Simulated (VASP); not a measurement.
# Sn (Fd-3m) in VASP: notebook

Aim: see how the results for Sn move with the level of theory and the settings. Levels: LDA, r2SCAN. Tasks: single point.

All numbers are computed with VASP 6.6.1; they aren't measurements. Logs are shortened: lines on timing, memory, paths and dates and some standing lists are left out, and cuts for length are marked.

**1. The cell of the first run**

The structure is cubic, space group Fd-3m (No. 227). Conventional cell: a = 6.491 Å, b = 6.491 Å, c = 6.491 Å, α = 90.00°, β = 90.00°, γ = 90.00°. Within 3.7 Å of Sn (site symmetry -43m) lie 4 Sn at 2.81 Å.

This isn't the form of Sn at room conditions, which is tetragonal (white tin).

**2. Single point, LDA**

Input file INCAR:

```
PREC = Accurate
ENCUT = 500
EDIFF = 1E-6
ISMEAR = -1
SIGMA = 0.03
LREAL = False
LASPH = True
NELM = 120
ALGO = Normal
ISIF = 2
LWAVE = False
LCHARG = True
LELF = True
LVHAR = True
NBANDS = 21
GGA_COMPAT = False
```

Input file KPOINTS:

```
Automatic mesh
0
Gamma
  9 9 9
```

Input file POSCAR:

```
Sn
1.0
    0.0000000000      3.2456000000      3.2456000000
    3.2456000000      0.0000000000      3.2456000000
    3.2456000000      3.2456000000      0.0000000000
Sn
2
Direct
    0.5000000000      0.5000000000      0.5000000000
    0.7500000000      0.7500000000      0.7500000000
```

Potentials or basis: VASP PAW LDA potentials, release 64 (Sn_d).

The run is started by

```bash
> cat potpaw_LDA.64/Sn_d/POTCAR > POTCAR
> mpirun -np 1 vasp_std > vasp.out
```

OUTCAR:

```text
PREC = Accurate
   ENCUT = 500
   EDIFF = 1E-6
   ISMEAR = -1
   LREAL = False
   LASPH = True
   NELM = 120
   ISIF = 2

 ion  position               nearest neighbor table
   1  0.500  0.500  0.500-   2 2.81   2 2.81   2 2.81   2 2.81
   2  0.750  0.750  0.750-   1 2.81   1 2.81   1 2.81   1 2.81

  LATTYP: Found a face centered cubic cell.
 ALAT       =     6.4912000000

  Lattice vectors:

 A1 = (   0.0000000000,   3.2456000000,   3.2456000000)
 A2 = (   3.2456000000,   0.0000000000,   3.2456000000)
 A3 = (   3.2456000000,   3.2456000000,   0.0000000000)

Analysis of symmetry for initial positions (statically):
=====================================================================
 Subroutine PRICEL returns:
 Original cell was already a primitive cell.

 Routine SETGRP: Setting up the symmetry group for a
 face centered cubic supercell.

 Subroutine GETGRP returns: Found 48 space group operations
 (whereof 24 operations were pure point group operations)
 out of a pool of 48 trial point group operations.

The static configuration has the point symmetry T_d .
 The point group associated with its full space group is O_h .

Analysis of symmetry for dynamics (positions and initial velocities):
=====================================================================
 Subroutine PRICEL returns:
 Original cell was already a primitive cell.

 Routine SETGRP: Setting up the symmetry group for a
 face centered cubic supercell.

 Subroutine GETGRP returns: Found 48 space group operations
 (whereof 24 operations were pure point group operations)
 out of a pool of 48 trial point group operations.

The dynamic configuration has the point symmetry T_d .
 The point group associated with its full space group is O_h .

 Subroutine INISYM returns: Found 48 space group operations
 (whereof 24 operations are pure point group operations),
 and found     1 'primitive' translations

----------------------------------------------------------------------------------------

                                     Primitive cell

  volume of cell :      68.3778

  direct lattice vectors                    reciprocal lattice vectors
     0.000000000  3.245600000  3.245600000    -0.154054720  0.154054720  0.154054720
     3.245600000  0.000000000  3.245600000     0.154054720 -0.154054720  0.154054720
     3.245600000  3.245600000  0.000000000     0.154054720  0.154054720 -0.154054720

  length of vectors
     4.589971538  4.589971538  4.589971538     0.266830603  0.266830603  0.266830603

  position of ions in fractional coordinates (direct lattice)
     0.500000000  0.500000000  0.500000000
     0.750000000  0.750000000  0.750000000

  ion indices of the primitive-cell ions
   primitive index   ion index
                 1           1
                 2           2

----------------------------------------------------------------------------------------

 KPOINTS: Automatic mesh

Automatic generation of k-mesh.
 Grid dimensions read from file:
 generate k-points for:    9    9    9

 Generating k-lattice:

  Cartesian coordinates                     Fractional coordinates (reciprocal lattice)
    -0.017117191  0.017117191  0.017117191     0.111111111  0.000000000  0.000000000
     0.017117191 -0.017117191  0.017117191     0.000000000  0.111111111  0.000000000
     0.017117191  0.017117191 -0.017117191     0.000000000  0.000000000  0.111111111

  Length of vectors
     0.029647845  0.029647845  0.029647845

  Shift w.r.t. Gamma in fractional coordinates (k-lattice)
     0.000000000  0.000000000  0.000000000

 Subroutine IBZKPT returns following result:
 ===========================================

 Found     35 irreducible k-points:

 Following reciprocal coordinates:
            Coordinates               Weight
  0.000000  0.000000  0.000000      1.000000
  0.111111  0.000000  0.000000      8.000000
  0.222222  0.000000  0.000000      8.000000
  0.333333  0.000000  0.000000      8.000000
  0.444444  0.000000  0.000000      8.000000
  0.111111  0.111111  0.000000      6.000000
[... 16 lines left out ...]
 -0.333333  0.333333  0.000000     12.000000
  0.444444  0.444444  0.000000      6.000000
 [... further k-points ...]
   k-points           NKPTS =     35   k-points in BZ     NKDIM =     35   number of bands    NBANDS=     21
   number of dos      NEDOS =    301   number of ions     NIONS =      2
   total plane-waves  NPLWV =  46656
   dimension x,y,z NGX =    36 NGY =   36 NGZ =   36
   dimension x,y,z NGXF=    72 NGYF=   72 NGZF=   72
   ions per type =               2
   NGX,Y,Z   is equivalent  to a cutoff of  13.04, 13.04, 13.04 a.u.
   NGXF,Y,Z  is equivalent  to a cutoff of  26.08, 26.08, 26.08 a.u.
 SYSTEM =  unknown system
   PREC   = accura    normal or accurate (medium, high low for compatibility)
   ISTART =      0    job   : 0-new  1-cont  2-samecut
   ICHARG =      2    charge: 1-file 2-atom 10-const
   ISPIN  =      1    spin polarized calculation?
   LNONCOLLINEAR =      F non collinear calculations
   LSORBIT =      F    spin-orbit coupling
   LASPH  =      T    aspherical Exc in radial PAW
   ENCUT  =  500.0 eV  36.75 Ry    6.06 a.u.   8.37  8.37  8.37*2*pi/ulx,y,z
   NELM   =    120;   NELMIN=  2; NELMDL= -5     # of ELM steps
   EDIFF  = 0.1E-05   stopping-criterion for ELM
   LREAL  =      F    real-space projection
   EDIFFG = 0.1E-04   stopping-criterion for IOM
   NSW    =      0    number of steps for IOM
   IBRION =     -1    ionic relax: 0-MD 1-quasi-New 2-CG
   NFREE  =      0    steps in history (QN), initial steepest desc. (CG)
   ISIF   =      2    stress and relaxation
   ISYM   =      2    0-nonsym 1-usesym 2-fastsym
   POTIM  = 0.5000    time-step for ionic-motion
   TEBEG  =    0.0;   TEEND  =   0.0 temperature during run
   PSTRESS=    0.0 pullay stress
   NELECT =      28.0000    total number of electrons
   NUPDOWN=      -1.0000    fix difference up-down
   EMIN   =  10.00;   EMAX   =-10.00  energy-range for DOS
   EFERMI =   0.00;   METHOD = LEGACY
   ISMEAR =    -1;   SIGMA  =   0.03  broadening in eV -4-tet -1-fermi 0-gaus
   EFERMI_NEDOS =   21; number of points for ismear=-14 and -15
   IALGO  =     38    algorithm
   IMIX   =      4    mixing-type and parameters
     AMIX     =   0.40;   BMIX     =  1.00
     AMIX_MAG =   1.60;   BMIX_MAG =  1.00
  volume/ion in A,a.u.               =      34.19       230.72
  Fermi-wavevector in a.u.,A,eV,Ry     =   1.215689  2.297319 20.108049  1.477900
  Thomas-Fermi vector in A             =   2.351068
   LORBIT       =      0    0 simple, 1 ext, 2 COOP (PROOUT), +10 PAW based schemes
   GGA     = CA    functional components
   LHFCALC =     F    Hartree Fock is set to
   AEXX    =    0.0000 exact exchange contribution
   IVDW    =     0    specifies the selected vdW correction
   LEPSILON=     F    determine dielectric tensor
   LRPA    =     F    only Hartree local field effects (RPA)
 non-spin polarized calculation
  energy-cutoff  :      500.00
  volume of cell :       68.38
 maximum number of plane-waves:      1807
 NGX is ok and might be reduce to    36
   NGX = 17   NGY = 17   NGZ = 17

 number of electron      28.0000001 magnetization

 Free energy of the ion-electron system (eV)
  ---------------------------------------------------
  ext. energy  EPLUGINS =         0.00000000
  ---------------------------------------------------
  free energy    TOTEN  =        -8.93741991 eV

  energy without entropy =       -8.93634041  energy(sigma->0) =       -8.93688016

 E-fermi :   5.2768     XC(G=0):  -9.1905

 val. band max:        5.2762528015   @ k =   0.4444   0.0000   0.0000
 cond. band min:       5.4301112945   @ k =   0.3333   0.0000   0.0000
 fundamental gap:      0.1538584931
 Fermi energy:         5.2767869201

 k-point     1 :       0.0000    0.0000    0.0000
  band No.  band energies     occupation
      1     -16.2526      2.00000
      2     -16.2526      2.00000
      3     -16.2526      2.00000
      4     -16.1912      2.00000
      5     -16.1912      2.00000
      6     -15.8797      2.00000
[... 13 lines left out ...]
     20      13.3968      0.00000
     21      13.3968      0.00000

 k-point     2 :       0.1111    0.0000    0.0000
  band No.  band energies     occupation
      1     -16.2616      2.00000
      2     -16.2616      2.00000
      3     -16.2496      2.00000
      4     -16.1786      2.00000
      5     -16.1786      2.00000
      6     -15.8988      2.00000
[... 13 lines left out ...]
     20      12.5504      0.00000
     21      12.5504      0.00000

 k-point     3 :       0.2222    0.0000    0.0000
  band No.  band energies     occupation
      1     -16.2754      2.00000
      2     -16.2754      2.00000
      3     -16.2418      2.00000
      4     -16.1563      2.00000
      5     -16.1563      2.00000
      6     -15.9194      2.00000
[... 13 lines left out ...]
     20      12.2111      0.00000
     21      12.2111      0.00000

 k-point     4 :       0.3333    0.0000    0.0000
  band No.  band energies     occupation
      1     -16.2846      2.00000
      2     -16.2846      2.00000
      3     -16.2325      2.00000
      4     -16.1391      2.00000
      5     -16.1391      2.00000
      6     -15.9332      2.00000
[... 13 lines left out ...]
     20      12.6987      0.00000
     21      12.6987      0.00000

 k-point     5 :       0.4444    0.0000    0.0000
  band No.  band energies     occupation
      1     -16.2886      2.00000
      2     -16.2886      2.00000
      3     -16.2263      2.00000
      4     -16.1310      2.00000
      5     -16.1310      2.00000
      6     -15.9388      2.00000
[... 13 lines left out ...]
     20      13.7850      0.00000
     21      13.7850      0.00000
[... 382 lines left out ...]
     20      14.6499      0.00000
     21      15.1561      0.00000

 k-point    22 :      -0.4444    0.3333    0.0000
  band No.  band energies     occupation
      1     -16.3232      2.00000
      2     -16.3035      2.00000
      3     -16.1746      2.00000
      4     -16.0856      2.00000
      5     -16.0607      2.00000
      6     -16.0223      2.00000
[... 13 lines left out ...]
     20      13.9367      0.00000
     21      15.5851      0.00000

 k-point    23 :      -0.3333    0.3333    0.0000
  band No.  band energies     occupation
      1     -16.3278      2.00000
      2     -16.3044      2.00000
      3     -16.1674      2.00000
      4     -16.0661      2.00000
      5     -16.0578      2.00000
      6     -16.0370      2.00000
[... 13 lines left out ...]
     20      12.7414      0.00000
     21      15.9472      0.00000

 k-point    24 :       0.4444    0.4444    0.0000
  band No.  band energies     occupation
      1     -16.3030      2.00000
      2     -16.3030      2.00000
      3     -16.1957      2.00000
      4     -16.1360      2.00000
      5     -16.0566      2.00000
      6     -16.0007      2.00000
[... 13 lines left out ...]
     20      15.1170      0.00000
     21      15.6017      0.00000

 [... further k-points ...]

------------------------ aborting loop because EDIFF is reached ----------------------------------------

  FORCE on cell =-STRESS in cart. coord.  units (eV):
  Direction    XX          YY          ZZ          XY          YZ          ZX
  --------------------------------------------------------------------------------------
  -------------------------------------------------------------------------------------
  Total       -0.1504742     -0.1504742     -0.1504742      0.0000000      0.0000000      0.0000000
  in kB       -3.5257991     -3.5257991     -3.5257991      0.0000000      0.0000000      0.0000000
  external PRESSURE =      -3.5257991 kB  Pullay stress =       0.0000000 kB

 VOLUME and BASIS-vectors are now :
 -----------------------------------------------------------------------------
  energy-cutoff  :      500.00
  volume of cell :       68.38
      direct lattice vectors                 reciprocal lattice vectors
     0.000000000  3.245600000  3.245600000    -0.154054720  0.154054720  0.154054720
     3.245600000  0.000000000  3.245600000     0.154054720 -0.154054720  0.154054720
     3.245600000  3.245600000  0.000000000     0.154054720  0.154054720 -0.154054720

 POSITION                                       TOTAL-FORCE (eV/Angst)
 -----------------------------------------------------------------------------------
      3.24560      3.24560      3.24560        -0.000000     -0.000000     -0.000000
      4.86840      4.86840      4.86840         0.000000      0.000000      0.000000
 -----------------------------------------------------------------------------------
    total drift:                                0.000000      0.000000      0.000000

  FREE ENERGIE OF THE ION-ELECTRON SYSTEM (eV)
  ---------------------------------------------------
  free  energy   TOTEN  =        -8.9374199083 eV

  energy  without entropy=       -8.9363404072  energy(sigma->0) =       -8.93688016
```

It took 53 s on 1 thread of Intel Xeon 8259CL, shared host; peak memory 0.18 GiB.

What came out:

| Property | Result |
| --- | --- |
| Free energy | -8.9374 eV |
| Pressure | -0.4 GPa |
| Band gap on the k mesh | zero (bands 14 and 15 overlap by 0.17 eV) |

Caveat: spin-orbit coupling is left out, which moves the levels of the heavy elements.

**3. Single point, r2SCAN**

POSCAR is that of step 2.

Input file INCAR.step1:

```
SYSTEM = Sn
PREC = Accurate
ENCUT = 550
ISMEAR = -1
SIGMA = 0.03
LREAL = .FALSE.
LASPH = .TRUE.
NELM = 120
NBANDS = 21
GGA = PE
ALGO = Normal
EDIFF = 1E-5
LWAVE = .TRUE.
LCHARG = .FALSE.
GGA_COMPAT = .FALSE.
```

Input file INCAR.step2:

```
SYSTEM = Sn
PREC = Accurate
ENCUT = 550
EDIFF = 1E-6
ISMEAR = -1
SIGMA = 0.03
LREAL = .FALSE.
LASPH = .TRUE.
NELM = 120
ALGO = Normal
ISIF = 2
LWAVE = .FALSE.
LCHARG = .FALSE.
METAGGA = R2SCAN
LMIXTAU = .TRUE.
NBANDS = 21
ISTART = 1
GGA_COMPAT = .FALSE.
```

Input file KPOINTS:

```
regular mesh
0
G
  9 9 9
  0 0 0
```

Potentials or basis: VASP PAW PBE potentials, release 64 (Sn_d).

The run is started by

```bash
> cat potpaw_PBE.64/Sn_d/POTCAR > POTCAR
> cp INCAR.step1 INCAR
> mpirun -np 1 vasp_std > vasp.out
> cp INCAR.step2 INCAR
> mpirun -np 1 vasp_std > vasp.out
```

Wall time 4.3 min (1 thread of Intel Xeon 8259CL, shared host); peak memory 0.23 GiB.

Results (log left out):

```
Free energy            : -49.4801 eV
Pressure               : 1.6 GPa
Band gap on the k mesh : zero (filled and empty bands touch)
```

Levels at points of the mesh, in eV from the Fermi level:
```
           k point  band 11  band 12  band 13  band 14  band 15  band 16  band 17  band 18
(0.00, 0.00, 0.00)   -11.15    -0.39    -0.02    -0.02    -0.02     2.20     2.20     2.20
```

Caveat: the PAW data sets were made with another functional, which shifts forces and pressure a little; spin-orbit coupling is left out, which moves the levels of the heavy elements.

The gap in the log of VASP goes by the Fermi energy; the results here count the filled bands.